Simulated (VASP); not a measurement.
# TiO2 (P4_2/mnm) in VASP: a series of runs, part 2 of 2

VASP 6.6.1. The steps go on from the part before.

## (3) Density of states, LDA

This run uses another cell than the first one, of 10.41 Å³/atom, 0.962 times its volume.

File POSCAR:

```
TiO2
1.0
    4.5940000000      0.0000000000      0.0000000000
    0.0000000000      4.5940000000      0.0000000000
    0.0000000000      0.0000000000      2.9590000000
Ti O
2 4
Direct
    0.0000000000      0.0000000000      0.0000000000
    0.5000000000      0.5000000000      0.5000000000
    0.3060000000      0.3060000000      0.0000000000
    0.1940000000      0.8060000000      0.5000000000
    0.6940000000      0.6940000000      0.0000000000
    0.8060000000      0.1940000000      0.5000000000
```

File INCAR.step1:

```
SYSTEM = TiO2
PREC     = Accurate       ! precision mode
ENCUT    = 520            ! plane-wave cutoff, eV
EDIFF    = 1E-7           ! SCF threshold, eV
ISMEAR   = -1             ! smearing method
SIGMA    = 0.05           ! smearing width, eV
LREAL    = .False.        ! projectors in reciprocal space
LASPH    = .True.         ! aspherical terms in the spheres
NELM     = 80             ! most SCF steps
ALGO     = Normal         ! electronic algorithm
ISIF     = 2              ! what is computed and relaxed
LWAVE    = .False.        ! write WAVECAR
LCHARG   = .True.         ! write CHGCAR
LMAXMIX  = 4              ! l up to which the mixer works
NBANDS   = 33             ! bands
```

File KPOINTS.step1:

```
Automatic mesh
0
Gamma
  7 7 10
  0 0 0
```

File INCAR.step2:

```
SYSTEM = TiO2
PREC     = Accurate       ! precision mode
ENCUT    = 520            ! plane-wave cutoff, eV
EDIFF    = 1E-7           ! SCF threshold, eV
ISMEAR   = -5             ! smearing method
SIGMA    = 0.05           ! smearing width, eV
LREAL    = .False.        ! projectors in reciprocal space
LASPH    = .True.         ! aspherical terms in the spheres
NELM     = 80             ! most SCF steps
ALGO     = Normal         ! electronic algorithm
ISIF     = 2              ! what is computed and relaxed
LWAVE    = .False.        ! write WAVECAR
LCHARG   = .False.        ! write CHGCAR
LMAXMIX  = 4              ! l up to which the mixer works
LORBIT   = 11             ! projections on sites
NEDOS    = 2001           ! points of the DOS
ICHARG   = 11             ! starting density
```

File KPOINTS.step2:

```
Automatic mesh
0
Gamma
  11 11 15
  0 0 0
```

Potentials or basis: VASP PAW LDA potentials, release 64 (Ti_sv, O).

On the command line:

```
> cat potpaw_LDA.64/Ti_sv/POTCAR potpaw_LDA.64/O/POTCAR > POTCAR
> cp INCAR.step1 INCAR
> cp KPOINTS.step1 KPOINTS
> mpirun -np 1 vasp_std > vasp.out
> cp INCAR.step2 INCAR
> cp KPOINTS.step2 KPOINTS
> mpirun -np 1 vasp_std > vasp.out
```

OUTCAR:

```text
SYSTEM = TiO2
   PREC = Accurate
   ENCUT = 520
   EDIFF = 1E-7
   ISMEAR = -5
   LREAL = .False.
   LASPH = .True.
   NELM = 80
   ISIF = 2
   LORBIT = 11
   ICHARG = 11

 ion  position               nearest neighbor table
   1  0.000  0.000  0.000-   4 1.94   6 1.94   4 1.94   6 1.94   5 1.99   3 1.99
   2  0.500  0.500  0.500-   3 1.94   5 1.94   3 1.94   5 1.94   4 1.99   6 1.99
   3  0.306  0.306  0.000-   2 1.94   2 1.94   1 1.99
   4  0.194  0.806  0.500-   1 1.94   1 1.94   2 1.99
   5  0.694  0.694  0.000-   2 1.94   2 1.94   1 1.99
   6  0.806  0.194  0.500-   1 1.94   1 1.94   2 1.99

  LATTYP: Found a simple tetragonal cell.
 ALAT       =     4.5940000000
 C/A-ratio  =     0.6441010013

  Lattice vectors:

 A1 = (   4.5940000000,   0.0000000000,   0.0000000000)
 A2 = (   0.0000000000,   4.5940000000,   0.0000000000)
 A3 = (   0.0000000000,   0.0000000000,   2.9590000000)

Analysis of symmetry for initial positions (statically):
=====================================================================
 Subroutine PRICEL returns:
[... 935 lines left out ...]

------------------------ aborting loop because EDIFF is reached ----------------------------------------

  FORCE on cell =-STRESS in cart. coord.  units (eV):
  Direction    XX          YY          ZZ          XY          YZ          ZX
  --------------------------------------------------------------------------------------
  -------------------------------------------------------------------------------------
  Total       -2.2658492     -2.2658492     -3.3486436     -0.0000000      0.0000000      0.0000000
  in kB      -58.1319169    -58.1319169    -85.9117486     -0.0000000      0.0000000      0.0000000
  external PRESSURE =     -67.3918608 kB  Pullay stress =       0.0000000 kB

 VOLUME and BASIS-vectors are now :
 -----------------------------------------------------------------------------
  energy-cutoff  :      520.00
  volume of cell :       62.45
      direct lattice vectors                 reciprocal lattice vectors
     4.594000000  0.000000000  0.000000000     0.217675229  0.000000000  0.000000000
     0.000000000  4.594000000  0.000000000     0.000000000  0.217675229  0.000000000
     0.000000000  0.000000000  2.959000000     0.000000000  0.000000000  0.337952011

 POSITION                                       TOTAL-FORCE (eV/Angst)
 -----------------------------------------------------------------------------------
      0.00000      0.00000      0.00000        -0.000000      0.000000      0.000000
      2.29700      2.29700      1.47950        -0.000000      0.000000      0.000000
      1.40576      1.40576      0.00000        -0.093555     -0.093555     -0.000000
      0.89124      3.70276      1.47950         0.093555     -0.093555     -0.000000
      3.18824      3.18824      0.00000         0.093555      0.093555      0.000000
      3.70276      0.89124      1.47950        -0.093555      0.093555      0.000000
 -----------------------------------------------------------------------------------
    total drift:                                0.000000      0.000000      0.000000

  FREE ENERGIE OF THE ION-ELECTRON SYSTEM (eV)
  ---------------------------------------------------
  free  energy   TOTEN  =       -58.7373952538 eV

  energy  without entropy=      -58.7373952538  energy(sigma->0) =      -58.73739525

 total charge

# of ion       s       p       d       tot
------------------------------------------
    1        2.226   6.308   1.744  10.278
    2        2.226   6.308   1.744  10.278
    3        1.561   3.478   0.000   5.039
    4        1.561   3.478   0.000   5.039
    5        1.561   3.478   0.000   5.039
    6        1.561   3.478   0.000   5.039
--------------------------------------------------
tot         10.695  26.527   3.488  40.710
```

OUTCAR.step1:

```text
SYSTEM = TiO2
   PREC = Accurate
   ENCUT = 520
   EDIFF = 1E-7
   ISMEAR = -1
   LREAL = .False.
   LASPH = .True.
[... 1102 lines left out ...]
      0.89124      3.70276      1.47950         0.093609     -0.093609     -0.000000
      3.18824      3.18824      0.00000         0.093609      0.093609      0.000000
      3.70276      0.89124      1.47950        -0.093609      0.093609      0.000000
 -----------------------------------------------------------------------------------
    total drift:                               -0.000000      0.000000      0.000000

  FREE ENERGIE OF THE ION-ELECTRON SYSTEM (eV)
  ---------------------------------------------------
  free  energy   TOTEN  =       -58.7374023104 eV

  energy  without entropy=      -58.7374023097  energy(sigma->0) =      -58.73740231
```

OSZICAR.step1:

```text
N       E                     dE             d eps       ncg     rms          rms(c)
DAV:   1     0.638089772847E+03    0.63809E+03   -0.24359E+04  3960   0.171E+03
DAV:   2     0.180635783556E+02   -0.62003E+03   -0.57519E+03  4297   0.509E+02
DAV:   3    -0.710536112213E+02   -0.89117E+02   -0.87254E+02  5267   0.186E+02
DAV:   4    -0.756341811928E+02   -0.45806E+01   -0.45699E+01  5781   0.402E+01
DAV:   5    -0.757946447109E+02   -0.16046E+00   -0.16045E+00  5197   0.609E+00    0.319E+01
DAV:   6    -0.593990986040E+02    0.16396E+02   -0.74438E+01  5197   0.877E+01    0.115E+01
DAV:   7    -0.591399316240E+02    0.25917E+00   -0.13880E+01  5035   0.338E+01    0.950E+00
DAV:   8    -0.588454025146E+02    0.29453E+00   -0.61385E-01  5025   0.750E+00    0.602E+00
DAV:   9    -0.588118130940E+02    0.33589E-01   -0.75269E-01  5493   0.963E+00    0.258E+00
DAV:  10    -0.587552000923E+02    0.56613E-01   -0.41690E-01  5088   0.688E+00    0.112E+00
DAV:  11    -0.587373288116E+02    0.17871E-01   -0.52698E-02  5050   0.153E+00    0.209E-01
DAV:  12    -0.587376054345E+02   -0.27662E-03   -0.38048E-03  4393   0.506E-01    0.132E-01
DAV:  13    -0.587374270304E+02    0.17840E-03   -0.53726E-04  5579   0.244E-01    0.447E-02
DAV:  14    -0.587374185275E+02    0.85029E-05   -0.18451E-04  4732   0.961E-02    0.318E-02
DAV:  15    -0.587374025013E+02    0.16026E-04   -0.34818E-05  6146   0.594E-02    0.917E-03
DAV:  16    -0.587374024548E+02    0.46474E-07   -0.97233E-06  4552   0.187E-02    0.353E-03
DAV:  17    -0.587374023081E+02    0.14675E-06   -0.81366E-07  4315   0.557E-03    0.104E-03
DAV:  18    -0.587374023104E+02   -0.23520E-08   -0.24701E-08  2543   0.175E-03
   1 F= -.58737402E+02 E0= -.58737402E+02  d E =-.735304E-09
```

It used 580 s of CPU time on 1 thread of AMD EPYC 7R13 Processor (Zen 3), on a shared host.

What came out:

* Valence electrons inside the program's atomic spheres: Ti 10.28; O 5.04

Levels at points of the mesh, in eV from the valence-band top:
```csv
k point,band 20,band 21,band 22,band 23,band 24,band 25,band 26,band 27,band 28
"(0.00, 0.00, 0.00)",-1.97,-0.69,-0.43,-0.43,0.00,1.82,2.14,2.38,2.45
```
